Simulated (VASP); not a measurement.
# LiCl3 in VASP: single point with PBE

Aim: the single point of LiCl3 with PBE.

Program: VASP 6.6.1. These are calculated values, not measurements. Logs are shortened: lines on timing, memory, paths and dates and some standing lists are left out, and cuts for length are marked.

**1. The cell of the first run**

The typed cell holds 8 atoms: a = 7.037 Å, b = 7.037 Å, c = 4.061 Å, α = 90.00°, β = 90.00°, γ = 120.00°.

**2. Single point, PBE**

Contents of INCAR:

```
  PREC = Accurate
  ENCUT = 520
  EDIFF = 1E-6
  ISMEAR = 1
  SIGMA = 0.0293
  LREAL = False
  LASPH = True
  NELM = 100
  ALGO = Normal
  ISIF = 2
  LWAVE = False
  LCHARG = False
  GGA = PE
  NBANDS = 34
```

Contents of KPOINTS:

```
regular mesh
0
Gamma
  4 4 6
```

Contents of POSCAR:

```
LiCl3
1.0
    7.0371400000      0.0000000000      0.0000000000
   -3.5185700000      6.0943440000      0.0000000000
    0.0000000000      0.0000000000      4.0607290000
Li Cl
2 6
Direct
    0.3333000000      0.6667000000      0.2500000000
    0.6666000000      0.3333000000      0.7500000000
    0.3750000000      0.2920000000      0.2500000000
    0.0830000000      0.3750000000      0.7500000000
    0.7080000000      0.0830000000      0.2500000000
    0.6250000000      0.7080000000      0.7500000000
    0.9170000000      0.6250000000      0.2500000000
    0.2920000000      0.9170000000      0.7500000000
```

Potentials or basis: VASP PAW PBE potentials, release 64 (Li_sv, Cl).

Command:

```sh
$ cat potpaw_PBE.64/Li_sv/POTCAR potpaw_PBE.64/Cl/POTCAR > POTCAR
$ mpirun -np 1 vasp_std > vasp.out
```

OUTCAR:

```text
PREC = Accurate
   ENCUT = 520
   EDIFF = 1E-6
   ISMEAR = 1
   LREAL = False
   LASPH = True
   NELM = 100
   ISIF = 2
   GGA = PE

 ion  position               nearest neighbor table
   1  0.333  0.667  0.250-
   2  0.667  0.333  0.750-
   3  0.375  0.292  0.250-
   4  0.083  0.375  0.750-
   5  0.708  0.083  0.250-
   6  0.625  0.708  0.750-
   7  0.917  0.625  0.250-
   8  0.292  0.917  0.750-

  LATTYP: Found a hexagonal cell.
 ALAT       =     7.0371400000
 C/A-ratio  =     0.5770425201

  Lattice vectors:

 A1 = (   7.0371400000,   0.0000000000,   0.0000000000)
 A2 = (  -3.5185700000,   6.0943440000,   0.0000000000)
 A3 = (   0.0000000000,   0.0000000000,   4.0607290000)

Analysis of symmetry for initial positions (statically):
=====================================================================
 Subroutine PRICEL returns:
 Original cell was already a primitive cell.

 Routine SETGRP: Setting up the symmetry group for a
 hexagonal supercell.

 Subroutine GETGRP returns: Found  2 space group operations
 (whereof  1 operations were pure point group operations)
 out of a pool of 24 trial point group operations.

The static configuration has the point symmetry C_1 .
 The point group associated with its full space group is C_1h.

Analysis of symmetry for dynamics (positions and initial velocities):
=====================================================================
 Subroutine PRICEL returns:
 Original cell was already a primitive cell.

 Routine SETGRP: Setting up the symmetry group for a
 hexagonal supercell.

 Subroutine GETGRP returns: Found  2 space group operations
 (whereof  1 operations were pure point group operations)
 out of a pool of 24 trial point group operations.

The dynamic configuration has the point symmetry C_1 .
 The point group associated with its full space group is C_1h.

 Subroutine INISYM returns: Found  2 space group operations
 (whereof  1 operations are pure point group operations),
 and found     1 'primitive' translations

----------------------------------------------------------------------------------------

[... 103 lines left out ...]
   NELM   =    100;   NELMIN=  2; NELMDL= -5     # of ELM steps
   EDIFF  = 0.1E-05   stopping-criterion for ELM
   LREAL  =      F    real-space projection
   EDIFFG = 0.1E-04   stopping-criterion for IOM
   NSW    =      0    number of steps for IOM
   IBRION =     -1    ionic relax: 0-MD 1-quasi-New 2-CG
   NFREE  =      0    steps in history (QN), initial steepest desc. (CG)
   ISIF   =      2    stress and relaxation
   ISYM   =      2    0-nonsym 1-usesym 2-fastsym
   POTIM  = 0.5000    time-step for ionic-motion
   TEBEG  =    0.0;   TEEND  =   0.0 temperature during run
   PSTRESS=    0.0 pullay stress
   NELECT =      48.0000    total number of electrons
   NUPDOWN=      -1.0000    fix difference up-down
   EMIN   =  10.00;   EMAX   =-10.00  energy-range for DOS
   EFERMI =   0.00;   METHOD = LEGACY
   ISMEAR =     1;   SIGMA  =   0.03  broadening in eV -4-tet -1-fermi 0-gaus
   EFERMI_NEDOS =   21; number of points for ismear=-14 and -15
   IALGO  =     38    algorithm
   IMIX   =      4    mixing-type and parameters
     AMIX     =   0.40;   BMIX     =  1.00
     AMIX_MAG =   1.60;   BMIX_MAG =  1.00
  volume/ion in A,a.u.               =      21.77       146.90
  Fermi-wavevector in a.u.,A,eV,Ry     =   1.065400  2.013315 15.443674  1.135078
  Thomas-Fermi vector in A             =   2.200951
   LORBIT       =      0    0 simple, 1 ext, 2 COOP (PROOUT), +10 PAW based schemes
   GGA     = PE    functional components
   LHFCALC =     F    Hartree Fock is set to
   AEXX    =    0.0000 exact exchange contribution
   IVDW    =     0    specifies the selected vdW correction
   LEPSILON=     F    determine dielectric tensor
   LRPA    =     F    only Hartree local field effects (RPA)
 non-spin polarized calculation
 Methfessel and Paxton  Order N= 1 SIGMA  =   0.03
  energy-cutoff  :      520.00
  volume of cell :      174.15
 maximum number of plane-waves:      4725
 NGX is ok and might be reduce to    54
   NGX = 27   NGY = 27   NGZ = 15

 number of electron      48.0000007 magnetization

 Free energy of the ion-electron system (eV)
  ---------------------------------------------------
  ext. energy  EPLUGINS =         0.00000000
  ---------------------------------------------------
  free energy    TOTEN  =       -17.59591689 eV

  energy without entropy =      -17.59494251  energy(sigma->0) =      -17.59559210

 E-fermi :   0.2714     XC(G=0):  -8.5194

 val. band max:        0.2701690999   @ k =   0.0000   0.0000   0.1667
 cond. band min:       0.2734317527   @ k =   0.2500   0.2500   0.1667
 fundamental gap:      0.0032626529
 Fermi energy:         0.2714296846

 k-point     1 :       0.0000    0.0000    0.0000
  band No.  band energies     occupation
      1     -44.2380      2.00000
      2     -44.2379      2.00000
      3     -14.0384      2.00000
      4     -13.0637      2.00000
      5     -13.0636      2.00000
      6     -12.9854      2.00000
[... 877 lines left out ...]
     33       9.8920      0.00000
     34      10.1562      0.00000

 [... further k-points ...]

------------------------ aborting loop because EDIFF is reached ----------------------------------------

  FORCE on cell =-STRESS in cart. coord.  units (eV):
  Direction    XX          YY          ZZ          XY          YZ          ZX
  --------------------------------------------------------------------------------------
  -------------------------------------------------------------------------------------
  Total       -0.8858133     -0.8873567     -0.9989621      0.0004357      0.0000000      0.0000000
  in kB       -8.1493998     -8.1635991     -9.1903580      0.0040086      0.0000000      0.0000000
  external PRESSURE =      -8.5011190 kB  Pullay stress =       0.0000000 kB

 VOLUME and BASIS-vectors are now :
 -----------------------------------------------------------------------------
  energy-cutoff  :      520.00
  volume of cell :      174.15
      direct lattice vectors                 reciprocal lattice vectors
     7.037140000  0.000000000  0.000000000     0.142103184  0.082043285  0.000000000
    -3.518570000  6.094344000  0.000000000     0.000000000  0.164086569  0.000000000
     0.000000000  0.000000000  4.060729000     0.000000000  0.000000000  0.246261201

 POSITION                                       TOTAL-FORCE (eV/Angst)
 -----------------------------------------------------------------------------------
     -0.00035      4.06310      1.01518         0.000093      0.000448      0.000000
      3.51822      2.03124      3.04555        -0.000009      0.000033      0.000000
      1.61151      1.77955      1.01518        -0.104840      0.159469      0.000000
     -0.73538      2.28538      3.04555        -0.189945     -0.010476      0.000000
      4.69025      0.50583      1.01518        -0.086335     -0.169341      0.000000
      1.90706      4.31480      3.04555         0.103549     -0.159890      0.000000
      4.25395      3.80897      1.01518         0.190664      0.009495      0.000000
     -1.17168      5.58851      3.04555         0.086822      0.170262      0.000000
 -----------------------------------------------------------------------------------
    total drift:                                0.000121      0.000065     -0.000000

  FREE ENERGIE OF THE ION-ELECTRON SYSTEM (eV)
  ---------------------------------------------------
  free  energy   TOTEN  =       -17.5959168940 eV

  energy  without entropy=      -17.5949425059  energy(sigma->0) =      -17.59559210
```

OSZICAR:

```text
N       E                     dE             d eps       ncg     rms          rms(c)
DAV:   1     0.360680760482E+03    0.36068E+03   -0.20826E+04  2720   0.131E+03
DAV:   2     0.172963408631E+02   -0.34338E+03   -0.33131E+03  3606   0.272E+02
DAV:   3    -0.144118678918E+02   -0.31708E+02   -0.30988E+02  3504   0.856E+01
DAV:   4    -0.174300011584E+02   -0.30181E+01   -0.29966E+01  5096   0.181E+01
DAV:   5    -0.176199034946E+02   -0.18990E+00   -0.18985E+00  3716   0.371E+00    0.620E+00
DAV:   6    -0.175870458310E+02    0.32858E-01   -0.14164E-01  3664   0.173E+00    0.362E+00
DAV:   7    -0.175952182753E+02   -0.81724E-02   -0.10069E-01  4010   0.144E+00    0.507E-01
DAV:   8    -0.175976912945E+02   -0.24730E-02   -0.15969E-02  3638   0.625E-01    0.422E-01
DAV:   9    -0.175957617831E+02    0.19295E-02   -0.43555E-03  3820   0.328E-01    0.182E-01
DAV:  10    -0.175959793358E+02   -0.21755E-03   -0.94235E-04  3404   0.146E-01    0.112E-01
DAV:  11    -0.175958658033E+02    0.11353E-03   -0.33900E-04  3654   0.922E-02    0.457E-02
DAV:  12    -0.175959077013E+02   -0.41898E-04   -0.10392E-04  3218   0.520E-02    0.167E-02
DAV:  13    -0.175959173157E+02   -0.96144E-05   -0.21870E-05  3566   0.229E-02    0.186E-02
DAV:  14    -0.175959168940E+02    0.42171E-06   -0.83334E-06  2900   0.153E-02
   1 F= -.17595917E+02 E0= -.17595592E+02  d E =-.974388E-03
```

stdout:

```text
POSCAR found type information on POSCAR LiCl
 POSCAR found :  2 types and       8 ions
 scaLAPACK will be used
 LDA part: xc-table for (Slater+PW92), standard interpolation
 POSCAR, INCAR and KPOINTS ok, starting setup
 FFT: planning ... GRIDC
 FFT: planning ... GRID_SOFT
 FFT: planning ... GRID
 WAVECAR not read
 entering main loop
```

Run time: 8.6 min. Hardware: 1 thread of AMD EPYC 9755, shared host; peak memory 0.33 GiB.

Results:

```
Free energy            : -17.5959 eV
Largest force          : 0.191 eV/Å
Band gap on the k mesh : zero (bands 24 and 25 overlap by 0.13 eV)
```

Forces in eV/Å, atoms in the order of the input:
```
Li   0.000  0.000  0.000
Li   0.000  0.000  0.000
Cl  -0.105  0.159  0.000
Cl  -0.190 -0.010  0.000
Cl  -0.086 -0.169  0.000
Cl   0.104 -0.160  0.000
Cl   0.191  0.009  0.000
Cl   0.087  0.170  0.000
```

Levels at points of the mesh, in eV from the Fermi level:
```csv
k point,band 21,band 22,band 23,band 24,band 25,band 26,band 27,band 28
"(0.00, 0.00, 0.00)",-0.77,-0.43,-0.16,-0.04,-0.04,-0.04,6.93,7.22
"(0.50, 0.00, 0.00)",-0.71,-0.34,-0.17,-0.04,0.05,0.09,7.46,7.93
"(0.00, 0.50, 0.00)",-0.71,-0.34,-0.17,-0.04,0.05,0.09,7.46,7.93
"(0.50, 0.50, 0.00)",-0.71,-0.34,-0.17,-0.04,0.05,0.09,7.46,7.93
"(0.00, 0.00, 0.50)",-0.68,-0.68,0.09,0.09,0.09,0.09,8.58,8.58
"(0.50, 0.00, 0.50)",-0.31,-0.31,-0.13,-0.13,0.20,0.20,7.96,7.96
"(0.00, 0.50, 0.50)",-0.31,-0.31,-0.13,-0.13,0.20,0.20,7.96,7.96
"(0.50, 0.50, 0.50)",-0.31,-0.31,-0.13,-0.13,0.20,0.20,7.96,7.96
```

Caveat: the cutoff is under 1.25 times the usual one of these potentials, so pressure, stress and relaxed cells hold a basis-set (Pulay) error.
